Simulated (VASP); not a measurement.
# B2Pb in VASP: single point with PBE

Aim: the single point of B2Pb with PBE.

Program: VASP 6.6.1. These are calculated values, not measurements. Logs are shortened: lines on timing, memory, paths and dates and some standing lists are left out, and cuts for length are marked.

## Step 1: The cell of the first run

The typed cell holds 6 atoms: a = 3.431 Å, b = 3.431 Å, c = 8.848 Å, α = 90.00°, β = 90.00°, γ = 60.00°.

## Step 2: Single point, PBE

Contents of INCAR:

```
SYSTEM = B2Pb
ALGO = Normal ; EDIFF = 1E-7
ENCUT = 520 ; GGA = PE
ISIF = 2 ; ISMEAR = 1
LASPH = .TRUE. ; LCHARG = .FALSE.
LREAL = .FALSE. ; LWAVE = .FALSE.
NBANDS = 29 ; NELM = 60
PREC = Accurate ; SIGMA = 0.0156
```

Contents of KPOINTS:

```
k-points
0
G
  9 9 3
  0 0 0
```

Contents of POSCAR:

```
B2Pb
1.0
    1.7157040000      2.9716820000      0.0000000000
   -1.7157040000      2.9716820000      0.0000000000
    0.0000000000      0.0000000000      8.8483000000
Pb B
2 4
Direct
    0.3333000000      0.3334000000      0.2500000000
    0.6666000000      0.6667000000      0.7500000000
    0.3333000000      0.3334000000      0.5480000000
    0.6666000000      0.6667000000      0.0480000000
    0.3333000000      0.3334000000      0.9520000000
    0.6667000000      0.6667000000      0.4520000000
```

Potentials or basis: VASP PAW PBE potentials, release 64 (Pb_d, B).

On the command line:

```
cat potpaw_PBE.64/Pb_d/POTCAR potpaw_PBE.64/B/POTCAR > POTCAR
mpirun -np 1 vasp_std > vasp.out
```

OUTCAR:

```text
SYSTEM = B2Pb
   EDIFF = 1E-7
   ENCUT = 520
   GGA = PE
   ISIF = 2
   ISMEAR = 1
   LASPH = .TRUE.
   LREAL = .FALSE.
   NELM = 60
   PREC = Accurate

 ion  position               nearest neighbor table
   1  0.333  0.333  0.250-   3 2.64   5 2.64   4 2.67   6 2.67   6 2.67   4 2.67   4 2.67   6 2.67

   2  0.667  0.667  0.750-   4 2.64   6 2.64   5 2.67   3 2.67   3 2.67   5 2.67   3 2.67   5 2.67

   3  0.333  0.333  0.548-   6 2.16   6 2.16   6 2.16   1 2.64   2 2.67   2 2.67   2 2.67
   4  0.667  0.667  0.048-   5 2.16   5 2.16   5 2.16   2 2.64   1 2.67   1 2.67   1 2.67
   5  0.333  0.333  0.952-   4 2.16   4 2.16   4 2.16   1 2.64   2 2.67   2 2.67   2 2.67
   6  0.667  0.667  0.452-   3 2.16   3 2.16   3 2.16   2 2.64   1 2.67   1 2.67   1 2.67

  LATTYP: Found a hexagonal cell.
 ALAT       =     3.4314041040
 C/A-ratio  =     2.5786237155

  Lattice vectors:

 A1 = (   1.7157040000,  -2.9716820000,   0.0000000000)
 A2 = (   1.7157040000,   2.9716820000,   0.0000000000)
 A3 = (   0.0000000000,   0.0000000000,   8.8483000000)

Analysis of symmetry for initial positions (statically):
=====================================================================
 Subroutine PRICEL returns:
 Original cell was already a primitive cell.

 Routine SETGRP: Setting up the symmetry group for a
 hexagonal supercell.

 Subroutine GETGRP returns: Found  1 space group operations
 (whereof  1 operations were pure point group operations)
 out of a pool of 24 trial point group operations.

The static configuration has the point symmetry C_1 .

Analysis of symmetry for dynamics (positions and initial velocities):
=====================================================================
 Subroutine PRICEL returns:
 Original cell was already a primitive cell.

 Routine SETGRP: Setting up the symmetry group for a
 hexagonal supercell.

 Subroutine GETGRP returns: Found  1 space group operations
 (whereof  1 operations were pure point group operations)
 out of a pool of 24 trial point group operations.

The dynamic configuration has the point symmetry C_1 .

 Subroutine INISYM returns: Found  1 space group operations
 (whereof  1 operations are pure point group operations),
 and found     1 'primitive' translations

----------------------------------------------------------------------------------------

                                     Primitive cell

[... 100 lines left out ...]
   EDIFFG = 0.1E-05   stopping-criterion for IOM
   NSW    =      0    number of steps for IOM
   IBRION =     -1    ionic relax: 0-MD 1-quasi-New 2-CG
   NFREE  =      0    steps in history (QN), initial steepest desc. (CG)
   ISIF   =      2    stress and relaxation
   ISYM   =      2    0-nonsym 1-usesym 2-fastsym
   POTIM  = 0.5000    time-step for ionic-motion
   TEBEG  =    0.0;   TEEND  =   0.0 temperature during run
   PSTRESS=    0.0 pullay stress
   NELECT =      40.0000    total number of electrons
   NUPDOWN=      -1.0000    fix difference up-down
   EMIN   =  10.00;   EMAX   =-10.00  energy-range for DOS
   EFERMI =   0.00;   METHOD = LEGACY
   ISMEAR =     1;   SIGMA  =   0.02  broadening in eV -4-tet -1-fermi 0-gaus
   EFERMI_NEDOS =   21; number of points for ismear=-14 and -15
   IALGO  =     38    algorithm
   IMIX   =      4    mixing-type and parameters
     AMIX     =   0.40;   BMIX     =  1.00
     AMIX_MAG =   1.60;   BMIX_MAG =  1.00
  volume/ion in A,a.u.               =      15.04       101.48
  Fermi-wavevector in a.u.,A,eV,Ry     =   1.248293  2.358932 21.201091  1.558236
  Thomas-Fermi vector in A             =   2.382387
   LORBIT       =      0    0 simple, 1 ext, 2 COOP (PROOUT), +10 PAW based schemes
   GGA     = PE    functional components
   LHFCALC =     F    Hartree Fock is set to
   AEXX    =    0.0000 exact exchange contribution
   IVDW    =     0    specifies the selected vdW correction
   LEPSILON=     F    determine dielectric tensor
   LRPA    =     F    only Hartree local field effects (RPA)
 non-spin polarized calculation
 Methfessel and Paxton  Order N= 1 SIGMA  =   0.02
  energy-cutoff  :      520.00
  volume of cell :       90.23
 maximum number of plane-waves:      2455
 NGX is ok and might be reduce to    28
   NGX = 13   NGY = 13   NGZ = 33

 number of electron      40.0000006 magnetization

 Free energy of the ion-electron system (eV)
  ---------------------------------------------------
  ext. energy  EPLUGINS =         0.00000000
  ---------------------------------------------------
  free energy    TOTEN  =       -25.39747277 eV

  energy without entropy =      -25.39713381  energy(sigma->0) =      -25.39735979

 E-fermi :   6.6929     XC(G=0): -10.8852

 val. band max:        6.6909149150   @ k =   0.1111   0.1111   0.0000
 cond. band min:       6.7253380656   @ k =  -0.1111   0.1111   0.0000
 fundamental gap:      0.0344231506
 Fermi energy:         6.6929234502

 k-point     1 :       0.0000    0.0000    0.0000
  band No.  band energies     occupation
      1     -10.2052      2.00000
      2     -10.1558      2.00000
      3     -10.1475      2.00000
      4     -10.1475      2.00000
      5     -10.1474      2.00000
      6     -10.1474      2.00000
[... 757 lines left out ...]
     28      12.6933      0.00000
     29      13.0974      0.00000

 [... further k-points ...]

------------------------ aborting loop because EDIFF is reached ----------------------------------------

  FORCE on cell =-STRESS in cart. coord.  units (eV):
  Direction    XX          YY          ZZ          XY          YZ          ZX
  --------------------------------------------------------------------------------------
  -------------------------------------------------------------------------------------
  Total       -3.3873981     -3.3825205     -0.6520856      0.0008493     -0.0018741     -0.0010887
  in kB      -60.1509224    -60.0643096    -11.5792555      0.0150810     -0.0332793     -0.0193318
  external PRESSURE =     -43.9314958 kB  Pullay stress =       0.0000000 kB

 VOLUME and BASIS-vectors are now :
 -----------------------------------------------------------------------------
  energy-cutoff  :      520.00
  volume of cell :       90.23
      direct lattice vectors                 reciprocal lattice vectors
     1.715704000  2.971682000  0.000000000     0.291425561  0.168254881  0.000000000
    -1.715704000  2.971682000  0.000000000    -0.291425561  0.168254881  0.000000000
     0.000000000  0.000000000  8.848300000     0.000000000  0.000000000  0.113016060

 POSITION                                       TOTAL-FORCE (eV/Angst)
 -----------------------------------------------------------------------------------
     -0.00017      1.98122      2.21208        -0.000019      0.000263     -0.000006
     -0.00017      3.96214      6.63622         0.000158     -0.000018      0.000006
     -0.00017      1.98122      4.84887        -0.000632      0.000129     -2.904169
     -0.00017      3.96214      0.42472         0.000311     -0.000687     -2.904172
     -0.00017      1.98122      8.42358        -0.000415      0.000505      2.904169
      0.00000      3.96244      3.99943         0.000597     -0.000192      2.904172
 -----------------------------------------------------------------------------------
    total drift:                               -0.000004      0.000002     -0.000000

  FREE ENERGIE OF THE ION-ELECTRON SYSTEM (eV)
  ---------------------------------------------------
  free  energy   TOTEN  =       -25.3974727748 eV

  energy  without entropy=      -25.3971338072  energy(sigma->0) =      -25.39735979
```

stdout:

```text
POSCAR found type information on POSCAR PbB
 POSCAR found :  2 types and       6 ions
 scaLAPACK will be used
 LDA part: xc-table for (Slater+PW92), standard interpolation
 POSCAR, INCAR and KPOINTS ok, starting setup
 FFT: planning ... GRIDC
 FFT: planning ... GRID_SOFT
 FFT: planning ... GRID
 WAVECAR not read
 entering main loop
```

Wall time 8.5 min (1 thread of AMD EPYC 7R43 (Zen 3), shared host); peak memory 0.35 GiB.

Results:

```
Free energy            : -25.3975 eV
Pressure               : -4.4 GPa
Largest force          : 2.904 eV/Å
Band gap on the k mesh : zero (bands 20 and 21 overlap by 3.13 eV)
```

Forces in eV/Å, atoms in the order of the input:
```
Pb   0.000  0.000  0.000
Pb   0.000  0.000  0.000
B   -0.001  0.000 -2.904
B    0.000 -0.001 -2.904
B    0.000  0.001  2.904
B    0.001  0.000  2.904
```

Caveat: the cell stands under tension; spin-orbit coupling is left out, which moves the levels of the heavy elements; forces of over 1 eV/Å act on the atoms, so gaps and moduli don't describe the material at rest.

The gap in the log of VASP goes by the Fermi energy; the results here count the filled bands.